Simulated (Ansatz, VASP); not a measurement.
Si4IrPd in VASP and in Ansatz

```xyz
6
Lattice="2.5005 -4.1772 0.0000 2.5005 4.1772 0.0000 0.0000 0.0000 4.4543" Properties=species:S:1:pos:R:3 pbc="T T T"
Si    2.5005    2.7473    0.0000
Si    2.5005   -2.7473    0.0000
Si    1.2502    2.0886    2.2272
Si    1.2502   -2.0886    2.2272
Pd    2.5005    0.0000    0.0000
Ir    0.0000    0.0000    2.2272
```

Change from the starting cell: species swapped into the TbAlNi4 type (Cmmm, No. 65).

Alike in both runs: functional PBE; k mesh 4 × 4 × 4; occupations gaussian, width 0.2 eV; no spin polarisation.

Ansatz relaxed the structure, and its values are those at the end. VASP's run is a single point on that final structure, the one shown.

```csv
,VASP,Ansatz
version,VASP 6.6.1,Ansatz 0.2.0
potentials or method,"VASP PAW PBE potentials, release 64 (Si, Pd, Ir), cutoff 500 eV","scalar-relativistic, plane waves, PAW"
valence electrons in the cell,35,51
```

```tsv
	VASP	Ansatz	Ansatz less VASP
gap on the k mesh at the Fermi level (eV)	none	none	-
pressure (GPa)	-0.1	-0.3	-0.15
rms of the force components (eV/Å)	0.002	0.004	+0.0015
```

A gap of «none» marks a metal or a gap that the smearing closes. VASP's potentials hold 35 valence electrons a cell and Ansatz's 51, so a difference there can come from the potentials and not from the codes.

The k mesh is coarse, so the values compare programs but aren't converged. Neither program's run includes spin-orbit coupling.
